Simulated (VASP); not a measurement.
# TiAl (Imm2) in VASP: single point with PBEsol

Aim: the single point of TiAl with PBEsol.

All numbers are computed with VASP 6.6.1; they aren't measurements. Logs are shortened: lines on timing, memory, paths and dates and some standing lists are left out, and cuts for length are marked.

## 1. The cell of the first run

Symmetry: Imm2, No. 44, orthorhombic system. The conventional cell has a = 2.848 Å, b = 9.238 Å, c = 4.932 Å, α = 90.00°, β = 90.00°, γ = 90.00°. Ti (site symmetry m) has 6 Al at 2.74 to 3.05 Å and 6 Ti at 2.85 Å within 3.6 Å. Within 3.6 Å of Al (site symmetry mm2) lie 6 Al at 2.75 to 2.95 Å and 6 Ti at 2.80 to 2.95 Å. Al (site symmetry mm2) has 6 Ti at 2.74 to 3.05 Å and 6 Al at 2.75 to 2.95 Å within 3.6 Å.

## 2. Single point, PBEsol (mode 6 frozen in at +0.170 Å and mode 11 at -0.057 Å (largest displacements))

Contents of INCAR:

```
PREC     = Accurate       # precision mode
ENCUT    = 520            # plane-wave cutoff, eV
EDIFF    = 1E-6           # SCF threshold, eV
ISMEAR   = 0              # smearing method
SIGMA    = 0.15           # smearing width, eV
LREAL    = F              # projectors in reciprocal space
LASPH    = T              # aspherical terms in the spheres
NELM     = 100            # most SCF steps
ALGO     = Fast           # electronic algorithm
ISIF     = 2              # what is computed and relaxed
LWAVE    = F              # write WAVECAR
LCHARG   = F              # write CHGCAR
GGA      = PS             # functional
NBANDS   = 23             # bands
```

Contents of KPOINTS:

```
Automatic mesh
0
Gamma
  16 16 16
```

Contents of POSCAR:

```
TiAl
1.0
   -2.8475477342      0.0000000000      0.0000000000
    0.0000000000      4.9320973526      0.0000000000
    1.4237738671     -2.4660486763     -4.6191923826
Ti Al
2 2
Direct
    0.5021204890      0.4826916084      0.0042409781
   -0.0021204890     -0.0215493697     -0.0042409781
    0.7500000000      0.1062444788      0.5000000000
    0.2500000000      0.6293583778      0.5000000000
```

Potentials or basis: VASP PAW PBE potentials, release 64 (Ti_sv, Al).

The run is started by

```sh
$ cat potpaw_PBE.64/Ti_sv/POTCAR potpaw_PBE.64/Al/POTCAR > POTCAR
$ mpirun -np 1 vasp_std > vasp.out
```

OUTCAR:

```text
PREC = Accurate
   ENCUT = 520
   EDIFF = 1E-6
   ISMEAR = 0
   LREAL = F
   LASPH = T
   NELM = 100
   ISIF = 2
   GGA = PS

 ion  position               nearest neighbor table
   1  0.502  0.483  0.004-   4 2.74   4 2.74   3 2.80   3 2.80   2 2.85   2 2.85   2 2.85   2 2.85
                             3 2.95   4 3.05
   2  0.998  0.978  0.996-   4 2.74   4 2.74   3 2.80   3 2.80   1 2.85   1 2.85   1 2.85   1 2.85
                             3 2.95   4 3.05
   3  0.750  0.106  0.500-   4 2.75   4 2.75   1 2.80   2 2.80   1 2.80   2 2.80   2 2.95   1 2.95
                             4 2.95   4 2.95
   4  0.250  0.629  0.500-   1 2.74   2 2.74   2 2.74   1 2.74   3 2.75   3 2.75   3 2.95   3 2.95
                             2 3.05   1 3.05

  LATTYP: Found a body centered orthorhombic cell.
 ALAT       =     2.8475477342
 B/A-ratio  =     1.7320508076
 C/A-ratio  =     3.2443300789

  Lattice vectors:

 A1 = (  -1.4237738671,   2.4660486763,   4.6191923826)
 A2 = (   1.4237738671,  -2.4660486763,   4.6191923826)
 A3 = (   1.4237738671,   2.4660486763,  -4.6191923826)

Analysis of symmetry for initial positions (statically):
=====================================================================
 Subroutine PRICEL returns:
 Original cell was already a primitive cell.

 Routine SETGRP: Setting up the symmetry group for a
 body centered orthorhombic supercell.

 Subroutine GETGRP returns: Found  4 space group operations
 (whereof  2 operations were pure point group operations)
 out of a pool of  8 trial point group operations.

The static configuration has the point symmetry C_1h.
 The point group associated with its full space group is C_2v.

Analysis of symmetry for dynamics (positions and initial velocities):
=====================================================================
 Subroutine PRICEL returns:
 Original cell was already a primitive cell.

 Routine SETGRP: Setting up the symmetry group for a
 body centered orthorhombic supercell.

 Subroutine GETGRP returns: Found  4 space group operations
 (whereof  2 operations were pure point group operations)
 out of a pool of  8 trial point group operations.

The dynamic configuration has the point symmetry C_1h.
 The point group associated with its full space group is C_2v.

 Subroutine INISYM returns: Found  4 space group operations
 (whereof  2 operations are pure point group operations),
 and found     1 'primitive' translations

----------------------------------------------------------------------------------------

[... 94 lines left out ...]
   ENCUT  =  520.0 eV  38.22 Ry    6.18 a.u.   5.29  9.17 10.09*2*pi/ulx,y,z
   NELM   =    100;   NELMIN=  2; NELMDL= -5     # of ELM steps
   EDIFF  = 0.1E-05   stopping-criterion for ELM
   LREAL  =      F    real-space projection
   EDIFFG = 0.1E-04   stopping-criterion for IOM
   NSW    =      0    number of steps for IOM
   IBRION =     -1    ionic relax: 0-MD 1-quasi-New 2-CG
   NFREE  =      0    steps in history (QN), initial steepest desc. (CG)
   ISIF   =      2    stress and relaxation
   ISYM   =      2    0-nonsym 1-usesym 2-fastsym
   POTIM  = 0.5000    time-step for ionic-motion
   TEBEG  =    0.0;   TEEND  =   0.0 temperature during run
   PSTRESS=    0.0 pullay stress
   NELECT =      30.0000    total number of electrons
   NUPDOWN=      -1.0000    fix difference up-down
   EMIN   =  10.00;   EMAX   =-10.00  energy-range for DOS
   EFERMI =   0.00;   METHOD = LEGACY
   ISMEAR =     0;   SIGMA  =   0.15  broadening in eV -4-tet -1-fermi 0-gaus
   EFERMI_NEDOS =   21; number of points for ismear=-14 and -15
   IALGO  =     68    algorithm
   IMIX   =      4    mixing-type and parameters
     AMIX     =   0.40;   BMIX     =  1.00
     AMIX_MAG =   1.60;   BMIX_MAG =  1.00
  volume/ion in A,a.u.               =      16.22       109.45
  Fermi-wavevector in a.u.,A,eV,Ry     =   1.265977  2.392349 21.806013  1.602697
  Thomas-Fermi vector in A             =   2.399202
   LORBIT       =      0    0 simple, 1 ext, 2 COOP (PROOUT), +10 PAW based schemes
   GGA     = PS    functional components
   LHFCALC =     F    Hartree Fock is set to
   AEXX    =    0.0000 exact exchange contribution
   IVDW    =     0    specifies the selected vdW correction
   LEPSILON=     F    determine dielectric tensor
   LRPA    =     F    only Hartree local field effects (RPA)
 non-spin polarized calculation
 RMM-DIIS sequential band-by-band and
 Gauss-broadening in eV      SIGMA  =   0.15
  energy-cutoff  :      520.00
  volume of cell :       64.87
 maximum number of plane-waves:      1771
 NGX is ok and might be reduce to    24
   NGX = 11   NGY = 19   NGZ = 21

 number of electron      30.0000001 magnetization

 Free energy of the ion-electron system (eV)
  ---------------------------------------------------
  ext. energy  EPLUGINS =         0.00000000
  ---------------------------------------------------
  free energy    TOTEN  =       -25.74442102 eV

  energy without entropy =      -25.68763203  energy(sigma->0) =      -25.71602653

 E-fermi :   8.0404     XC(G=0): -11.1423

 val. band max:        8.0403696823   @ k =   0.1250   0.3125   0.0625
 cond. band min:       8.0410797262   @ k =   0.3125   0.0000   0.0000
 fundamental gap:      0.0007100440
 Fermi energy:         8.0404044926

 k-point     1 :       0.0000    0.0000    0.0000
  band No.  band energies     occupation
      1     -48.1874      2.00000
      2     -48.0822      2.00000
      3     -24.7976      2.00000
      4     -24.6187      2.00000
      5     -24.5199      2.00000
      6     -24.3011      2.00000
[... 613 lines left out ...]
     22      11.0642      0.00000
     23      12.2370      0.00000

 [... further k-points ...]
[... 5 lines left out ...]
  --------------------------------------------------------------------------------------
  -------------------------------------------------------------------------------------
  Total        1.9549887     -1.6496948      0.6629661      0.0000000      0.0000000      0.0000000
  in kB       48.2820976    -40.7422937     16.3731853      0.0000000      0.0000000      0.0000000
  external PRESSURE =       7.9709964 kB  Pullay stress =       0.0000000 kB

 VOLUME and BASIS-vectors are now :
 -----------------------------------------------------------------------------
  energy-cutoff  :      520.00
  volume of cell :       64.87
      direct lattice vectors                 reciprocal lattice vectors
    -2.847547734  0.000000000  0.000000000    -0.351179363  0.000000000 -0.108244030
     0.000000000  4.932097353  0.000000000     0.000000000  0.202753500 -0.108244030
     1.423773867 -2.466048676 -4.619192383     0.000000000  0.000000000 -0.216488061

 POSITION                                       TOTAL-FORCE (eV/Angst)
 -----------------------------------------------------------------------------------
     -1.42377      2.37022     -0.01959        -0.000000      0.353275      0.291477
     -1.42377      2.37022     -4.59960        -0.000000      0.353275     -0.291477
     -1.42377     -0.70902     -2.30960         0.000000      0.138126      0.000000
      0.00000      1.87103     -2.30960        -0.000000     -0.844675      0.000000
 -----------------------------------------------------------------------------------
    total drift:                               -0.000000      0.000550     -0.000000

  FREE ENERGIE OF THE ION-ELECTRON SYSTEM (eV)
  ---------------------------------------------------
  free  energy   TOTEN  =       -25.7444210240 eV

  energy  without entropy=      -25.6876320302  energy(sigma->0) =      -25.71602653
```

OSZICAR:

```text
N       E                     dE             d eps       ncg     rms          rms(c)
DAV:   1     0.290820456369E+03    0.29082E+03   -0.13973E+04 28566   0.141E+03
DAV:   2     0.695296372648E+00   -0.29013E+03   -0.28130E+03 29056   0.420E+02
DAV:   3    -0.273072166370E+02   -0.28003E+02   -0.27120E+02 52836   0.110E+02
[... 24 lines left out ...]
RMM:  28    -0.257444160563E+02   -0.13462E-05   -0.28834E-05 41306   0.220E-02    0.193E-02
RMM:  29    -0.257444174398E+02   -0.13834E-05   -0.20108E-05 37600   0.196E-02    0.143E-02
RMM:  30    -0.257444196933E+02   -0.22535E-05   -0.15415E-05 34407   0.164E-02    0.178E-02
RMM:  31    -0.257444203042E+02   -0.61089E-06   -0.12063E-05 33593   0.148E-02    0.147E-02
RMM:  32    -0.257444210240E+02   -0.71982E-06   -0.93107E-06 31553   0.116E-02
   1 F= -.25744421E+02 E0= -.25716027E+02  d E =-.567890E-01
```

It took 16 min on 1 thread of Intel Xeon 6975P-C (Granite Rapids), shared host; peak memory 0.82 GiB.

Results:

- Free energy: -25.7444 eV
- Pressure: 0.8 GPa
- Largest force: 0.845 eV/Å
- Band gap on the k mesh: zero (band 15 reaches 8.76 eV, above the bottom of band 16 at 7.57 eV)

Forces in eV/Å, atoms in the order of the input:
```
Ti   0.000  0.353  0.291
Ti   0.000  0.353 -0.291
Al   0.000  0.138  0.000
Al   0.000 -0.845  0.000
```

Stress tensor (GPa, compression positive):
```
 4.83  0.00  0.00
 0.00 -4.07  0.00
 0.00  0.00  1.64
```

Levels at points of the mesh, in eV from the Fermi level:
```
           k point  band 11  band 12  band 13  band 14  band 15  band 16  band 17  band 18  band 19  band 20
(0.00, 0.00, 0.00)    -2.39    -2.17    -2.02    -1.78     0.72     1.01     1.29     1.33     1.88     2.77
(0.50, 0.00, 0.00)    -1.41    -1.37    -0.81    -0.71    -0.29    -0.09     0.49     0.62     2.42     2.55
(0.00, 0.50, 0.00)    -2.91    -2.74    -0.39    -0.27     0.40     0.45     1.94     2.05     2.33     2.34
(0.50, 0.50, 0.00)    -2.84    -2.41    -1.79    -1.66    -1.02     0.48     0.93     1.94     2.16     3.15
(0.00, 0.00, 0.50)    -3.77    -2.89    -1.39    -1.00    -0.44     1.31     1.34     2.09     2.70     2.79
```

Caveat: the cell differs from its parent crystal (mode 6 frozen in at +0.170 Å and mode 11 at -0.057 Å (largest displacements)); the PAW data sets were made with another functional, which shifts forces and pressure a little.
